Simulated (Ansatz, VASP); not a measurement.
Ta: VASP beside Ansatz

```
CELL_PARAMETERS angstrom
3.12433 0.00000 0.00000
-1.56217 2.70575 0.00000
0.00000 0.00000 4.45216
ATOMIC_POSITIONS crystal
Ta 0.66667 0.33333 0.75000
Ta 0.33333 0.66667 0.25000
```

Alike in both runs: task single point; functional PBE; k mesh 21 × 21 × 10; occupations gaussian, width 0.15 eV; no spin polarisation.

|  | VASP | Ansatz |
| --- | --- | --- |
| version | VASP 6.6.1 | Ansatz 0.2.0 |
| potentials or method | VASP PAW PBE potentials, release 64 (Ta_pv), cutoff 520 eV | scalar-relativistic, plane waves, PAW |
| valence electrons in the cell | 22 | 26 |

```csv
,VASP,Ansatz,Ansatz less VASP
gap on the k mesh at the Fermi level (eV),none,none,-
pressure (GPa),0.9,0.8,-0.09
"traceless stress, the component that is largest in VASP (GPa)",5.88,5.90,+0.017
```

A gap of «none» marks a metal or a gap that the smearing closes. With one functional, cell and mesh, what is left measures potentials, basis and numerics. VASP's potentials hold 22 valence electrons a cell and Ansatz's 26, so a difference there can come from the potentials and not from the codes.

Neither program's run includes spin-orbit coupling.
